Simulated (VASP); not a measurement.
# Ga2O3 (C2/m) in VASP: single point with PBE

Aim: the single point of Ga2O3 with PBE.

Everything below comes from runs of VASP 6.6.1. Logs are shortened: lines on timing, memory, paths and dates and some standing lists are left out, and cuts for length are marked.

### Step 1. The cell of the first run

Symmetry: C2/m, No. 12, monoclinic system. The conventional cell has a = 12.255 Å, b = 3.039 Å, c = 5.808 Å, α = 90.00°, β = 103.81°, γ = 90.00°. Ga (site symmetry m) has 6 O at 1.94 to 2.08 Å within 2.6 Å. Ga (site symmetry m) has 4 O at 1.83 to 1.87 Å within 2.4 Å. O (site symmetry m) has 3 Ga at 1.84 to 1.94 Å within 2.4 Å. O (site symmetry m) has 4 Ga at 1.87 to 2.08 Å within 2.5 Å. Within 2.4 Å of O (site symmetry m) lie 3 Ga at 1.83 to 1.94 Å.

### Step 2. Single point, PBE

Input file INCAR:

```
SYSTEM = Ga2O3
PREC     = Accurate       ! precision mode
ENCUT    = 520            ! plane-wave cutoff, eV
EDIFF    = 1E-6           ! SCF threshold, eV
ISMEAR   = -1             ! smearing method
SIGMA    = 0.02           ! smearing width, eV
LREAL    = .False.        ! projectors in reciprocal space
LASPH    = .True.         ! aspherical terms in the spheres
NELM     = 100            ! most SCF steps
ALGO     = Normal         ! electronic algorithm
ISIF     = 2              ! what is computed and relaxed
LWAVE    = .False.        ! write WAVECAR
LCHARG   = .True.         ! write CHGCAR
GGA      = PE             ! functional
LELF     = .True.         ! ELF
LVHAR    = .True.       
NBANDS   = 55             ! bands
```

Input file KPOINTS:

```
Automatic mesh
0
Gamma
  8 8 4
  0 0 0
```

Input file POSCAR:

```
Ga2O3
1.0
    6.1274133102     -1.5195579471     -0.0026133726
    6.1274133102      1.5195579471     -0.0026133726
   -1.3836386939      0.0000000000      5.6410835831
Ga O
4 6
Direct
    0.3412592123      0.3412592123      0.6855528744
    0.6587407877      0.6587407877      0.3144471256
    0.9094930863      0.9094930863      0.2052289478
    0.0905069137      0.0905069137      0.7947710522
    0.5037036315      0.5037036315      0.7437495302
    0.4962963685      0.4962963685      0.2562504698
    0.8266558524      0.8266558524      0.4364660323
    0.1733441476      0.1733441476      0.5635339677
    0.1642075762      0.1642075762      0.1091301579
    0.8357924238      0.8357924238      0.8908698421
```

Potentials or basis: VASP PAW PBE potentials, release 64 (Ga_d, O).

The run is started by

```bash
$ cat potpaw_PBE.64/Ga_d/POTCAR potpaw_PBE.64/O/POTCAR > POTCAR
$ mpirun -np 1 vasp_std > vasp.out
```

OUTCAR:

```text
SYSTEM = Ga2O3
   PREC = Accurate
   ENCUT = 520
   EDIFF = 1E-6
   ISMEAR = -1
   LREAL = .False.
   LASPH = .True.
   NELM = 100
   ISIF = 2
   GGA = PE

 ion  position               nearest neighbor table
   1  0.341  0.341  0.686-   5 1.94  10 1.94  10 1.94   8 2.01   7 2.08   7 2.08
   2  0.659  0.659  0.314-   6 1.94   9 1.94   9 1.94   7 2.01   8 2.08   8 2.08
   3  0.909  0.909  0.205-  10 1.83   6 1.84   6 1.84   7 1.87
   4  0.091  0.091  0.795-   9 1.83   5 1.84   5 1.84   8 1.87
   5  0.504  0.504  0.744-   4 1.84   4 1.84   1 1.94
   6  0.496  0.496  0.256-   3 1.84   3 1.84   2 1.94
   7  0.827  0.827  0.436-   3 1.87   2 2.01   1 2.08   1 2.08
   8  0.173  0.173  0.564-   4 1.87   1 2.01   2 2.08   2 2.08
   9  0.164  0.164  0.109-   4 1.83   2 1.94   2 1.94
  10  0.836  0.836  0.891-   3 1.83   1 1.94   1 1.94

  LATTYP: Found a base centered monoclinic cell.
 ALAT       =    12.2548277350
 B/A-ratio  =     0.2479933590
 C/A-ratio  =     0.4739596670
 COS(beta)  =    -0.2386319462

  Lattice vectors:

 A1 = (   6.1274133102,  -1.5195579471,  -0.0026133726)
 A2 = (   6.1274133102,   1.5195579471,  -0.0026133726)
 A3 = (  -1.3836386939,   0.0000000000,   5.6410835831)

Analysis of symmetry for initial positions (statically):
=====================================================================
 Subroutine PRICEL returns:
 Original cell was already a primitive cell.

 Routine SETGRP: Setting up the symmetry group for a
 base centered monoclinic supercell.

 Subroutine GETGRP returns: Found  4 space group operations
 (whereof  4 operations were pure point group operations)
 out of a pool of  4 trial point group operations.

The static configuration has the point symmetry C_2h.

Analysis of symmetry for dynamics (positions and initial velocities):
=====================================================================
 Subroutine PRICEL returns:
 Original cell was already a primitive cell.

 Routine SETGRP: Setting up the symmetry group for a
 base centered monoclinic supercell.

 Subroutine GETGRP returns: Found  4 space group operations
 (whereof  4 operations were pure point group operations)
 out of a pool of  4 trial point group operations.

The dynamic configuration has the point symmetry C_2h.

 Subroutine INISYM returns: Found  4 space group operations
 (whereof  4 operations are pure point group operations),
 and found     1 'primitive' translations

----------------------------------------------------------------------------------------

                                     Primitive cell

  volume of cell :     105.0368

  direct lattice vectors                    reciprocal lattice vectors
     6.127413310 -1.519557947 -0.002613373     0.081609039 -0.329043062  0.020016974
     6.127413310  1.519557947 -0.002613373     0.081609039  0.329043062  0.020016974
    -1.383638694  0.000000000  5.641083583     0.000075615  0.000000000  0.177289453

  length of vectors
     6.313022815  6.313022815  5.808294072     0.339602784  0.339602784  0.177289469

  position of ions in fractional coordinates (direct lattice)
     0.341259212  0.341259212  0.685552874
     0.658740788  0.658740788  0.314447126
     0.909493086  0.909493086  0.205228948
     0.090506914  0.090506914  0.794771052
     0.503703632  0.503703632  0.743749530
     0.496296368  0.496296368  0.256250470
     0.826655852  0.826655852  0.436466032
     0.173344148  0.173344148  0.563533968
     0.164207576  0.164207576  0.109130158
     0.835792424  0.835792424  0.890869842

  ion indices of the primitive-cell ions
   primitive index   ion index
                 1           1
                 2           2
                 3           3
                 4           4
                 5           5
                 6           6
                 7           7
                 8           8
                 9           9
                10          10

----------------------------------------------------------------------------------------

 KPOINTS: Automatic mesh

Automatic generation of k-mesh.
 Grid dimensions read from file:
 generate k-points for:    8    8    4

 Generating k-lattice:

  Cartesian coordinates                     Fractional coordinates (reciprocal lattice)
     0.010201130 -0.041130383  0.002502122     0.125000000 -0.000000000  0.000000000
     0.010201130  0.041130383  0.002502122    -0.000000000  0.125000000  0.000000000
     0.000018904  0.000000000  0.044322363    -0.000000000 -0.000000000  0.250000000

  Length of vectors
     0.042450348  0.042450348  0.044322367

  Shift w.r.t. Gamma in fractional coordinates (k-lattice)
     0.000000000  0.000000000  0.000000000

 Subroutine IBZKPT returns following result:
 ===========================================

 Found     78 irreducible k-points:

 Following reciprocal coordinates:
            Coordinates               Weight
  0.000000  0.000000  0.000000      1.000000
  0.125000 -0.000000 -0.000000      4.000000
  0.250000 -0.000000 -0.000000      4.000000
  0.375000  0.000000 -0.000000      4.000000
  0.500000 -0.000000 -0.000000      2.000000
  0.125000  0.125000 -0.000000      2.000000
[... 16 lines left out ...]
  0.125000  0.000000  0.250000      4.000000
  0.250000  0.000000  0.250000      4.000000
 [... further k-points ...]
   k-points           NKPTS =     78   k-points in BZ     NKDIM =     78   number of bands    NBANDS=     55
   number of dos      NEDOS =    301   number of ions     NIONS =     10
   total plane-waves  NPLWV = 110592
   dimension x,y,z NGX =    48 NGY =   48 NGZ =   48
   dimension x,y,z NGXF=    96 NGYF=   96 NGZF=   96
   ions per type =               4   6
   NGX,Y,Z   is equivalent  to a cutoff of  12.64, 12.64, 13.74 a.u.
   NGXF,Y,Z  is equivalent  to a cutoff of  25.28, 25.28, 27.48 a.u.
 SYSTEM =  Ga2O3
   PREC   = accura    normal or accurate (medium, high low for compatibility)
   ISTART =      0    job   : 0-new  1-cont  2-samecut
   ICHARG =      2    charge: 1-file 2-atom 10-const
   ISPIN  =      1    spin polarized calculation?
   LNONCOLLINEAR =      F non collinear calculations
   LSORBIT =      F    spin-orbit coupling
   LASPH  =      T    aspherical Exc in radial PAW
   ENCUT  =  520.0 eV  38.22 Ry    6.18 a.u.  11.74 11.74 10.80*2*pi/ulx,y,z
   NELM   =    100;   NELMIN=  2; NELMDL= -5     # of ELM steps
   EDIFF  = 0.1E-05   stopping-criterion for ELM
   LREAL  =      F    real-space projection
   EDIFFG = 0.1E-04   stopping-criterion for IOM
   NSW    =      0    number of steps for IOM
   IBRION =     -1    ionic relax: 0-MD 1-quasi-New 2-CG
   NFREE  =      0    steps in history (QN), initial steepest desc. (CG)
   ISIF   =      2    stress and relaxation
   ISYM   =      2    0-nonsym 1-usesym 2-fastsym
   POTIM  = 0.5000    time-step for ionic-motion
   TEBEG  =    0.0;   TEEND  =   0.0 temperature during run
   PSTRESS=    0.0 pullay stress
   NELECT =      88.0000    total number of electrons
   NUPDOWN=      -1.0000    fix difference up-down
   EMIN   =  10.00;   EMAX   =-10.00  energy-range for DOS
   EFERMI =   0.00;   METHOD = LEGACY
   ISMEAR =    -1;   SIGMA  =   0.02  broadening in eV -4-tet -1-fermi 0-gaus
   EFERMI_NEDOS =   21; number of points for ismear=-14 and -15
   IALGO  =     38    algorithm
   IMIX   =      4    mixing-type and parameters
     AMIX     =   0.40;   BMIX     =  1.00
     AMIX_MAG =   1.60;   BMIX_MAG =  1.00
  volume/ion in A,a.u.               =      10.50        70.88
  Fermi-wavevector in a.u.,A,eV,Ry     =   1.543317  2.916447 32.406739  2.381828
  Thomas-Fermi vector in A             =   2.648997
   LORBIT       =      0    0 simple, 1 ext, 2 COOP (PROOUT), +10 PAW based schemes
   GGA     = PE    functional components
   LHFCALC =     F    Hartree Fock is set to
   AEXX    =    0.0000 exact exchange contribution
   IVDW    =     0    specifies the selected vdW correction
   LEPSILON=     F    determine dielectric tensor
   LRPA    =     F    only Hartree local field effects (RPA)
 non-spin polarized calculation
  energy-cutoff  :      520.00
  volume of cell :      105.04
 maximum number of plane-waves:      2850
   NGX = 23   NGY = 23   NGZ = 21

 number of electron      88.0000019 magnetization

 Free energy of the ion-electron system (eV)
  ---------------------------------------------------
  ext. energy  EPLUGINS =         0.00000000
  ---------------------------------------------------
  free energy    TOTEN  =       -59.54105589 eV

  energy without entropy =      -59.54105589  energy(sigma->0) =      -59.54105589

 E-fermi :   4.3583     XC(G=0): -11.6107

 val. band max:        3.8464581974   @ k =   0.5000   0.3750   0.5000
 cond. band min:       6.2074700092   @ k =   0.0000   0.0000   0.0000
 fundamental gap:      2.3610118118
 Fermi energy:         4.3582606188

 k-point     1 :       0.0000    0.0000    0.0000
  band No.  band energies     occupation
      1     -15.0775      2.00000
      2     -13.9014      2.00000
      3     -13.8801      2.00000
      4     -13.7795      2.00000
      5     -13.3087      2.00000
      6     -13.2906      2.00000
[... 47 lines left out ...]
     54      16.2051      0.00000
     55      16.6465      0.00000

 k-point     2 :       0.1250   -0.0000   -0.0000
  band No.  band energies     occupation
      1     -14.9566      2.00000
      2     -13.8867      2.00000
      3     -13.8538      2.00000
      4     -13.6954      2.00000
      5     -13.3109      2.00000
      6     -13.2907      2.00000
[... 47 lines left out ...]
     54      15.3162      0.00000
     55      15.5243      0.00000
[... 1216 lines left out ...]
     54      15.5366      0.00000
     55      16.0133      0.00000

 k-point    24 :       0.2500    0.0000    0.2500
  band No.  band energies     occupation
      1     -14.5233      2.00000
      2     -13.9489      2.00000
      3     -13.7882      2.00000
      4     -13.5361      2.00000
      5     -13.3502      2.00000
      6     -13.2668      2.00000
[... 47 lines left out ...]
     54      14.6266      0.00000
     55      15.8853      0.00000

 [... further k-points ...]

------------------------ aborting loop because EDIFF is reached ----------------------------------------

  FORCE on cell =-STRESS in cart. coord.  units (eV):
  Direction    XX          YY          ZZ          XY          YZ          ZX
  --------------------------------------------------------------------------------------
  -------------------------------------------------------------------------------------
  Total        5.6377147      6.2806741      5.6205371      0.0000000      0.0000000      0.1556417
  in kB       85.9947902     95.8021606     85.7327724      0.0000000      0.0000000      2.3740776
  external PRESSURE =      89.1765744 kB  Pullay stress =       0.0000000 kB

 VOLUME and BASIS-vectors are now :
 -----------------------------------------------------------------------------
  energy-cutoff  :      520.00
  volume of cell :      105.04
      direct lattice vectors                 reciprocal lattice vectors
     6.127413310 -1.519557947 -0.002613373     0.081609039 -0.329043062  0.020016974
     6.127413310  1.519557947 -0.002613373     0.081609039  0.329043062  0.020016974
    -1.383638694  0.000000000  5.641083583     0.000075615  0.000000000  0.177289453

 POSITION                                       TOTAL-FORCE (eV/Angst)
 -----------------------------------------------------------------------------------
      3.23351      0.00000      3.86548         0.041466      0.000000      0.009470
      7.63767      0.00000      1.77038        -0.041466      0.000000     -0.009470
     10.86172      0.00000      1.15296        -0.013949      0.000000     -0.016922
      0.00947      0.00000      4.48290         0.013949      0.000000      0.016922
      5.14372      0.00000      4.19292        -0.069590      0.000000     -0.066027
      5.72747      0.00000      1.44294         0.069590      0.000000      0.066027
      9.52661      0.00000      2.45782         0.006769      0.000000      0.049086
      1.34458      0.00000      3.17804        -0.006769      0.000000     -0.049086
      1.86134      0.00000      0.61475         0.229071      0.000000      0.009840
      9.00985      0.00000      5.02110        -0.229071      0.000000     -0.009840
 -----------------------------------------------------------------------------------
    total drift:                                0.000000     -0.000000     -0.000000

  FREE ENERGIE OF THE ION-ELECTRON SYSTEM (eV)
  ---------------------------------------------------
  free  energy   TOTEN  =       -59.5410558854 eV

  energy  without entropy=      -59.5410558854  energy(sigma->0) =      -59.54105589
```

Wall time 7.3 min (1 thread of Intel Xeon 6975P-C (Granite Rapids), shared host); peak memory 0.53 GiB.

Results:

| Property | Result |
| --- | --- |
| Free energy | -59.5411 eV |
| Pressure | 8.9 GPa |
| Largest force | 0.229 eV/Å |
| Band gap on the k mesh | 2.36 eV, indirect (least direct gap 2.38 eV) |

Forces on the atoms (eV/Å):
```
Ga   0.041  0.000  0.009
Ga  -0.041  0.000 -0.009
Ga  -0.014  0.000 -0.017
Ga   0.014  0.000  0.017
O   -0.070  0.000 -0.066
O    0.070  0.000  0.066
O    0.007  0.000  0.049
O   -0.007  0.000 -0.049
O    0.229  0.000  0.010
O   -0.229  0.000 -0.010
```
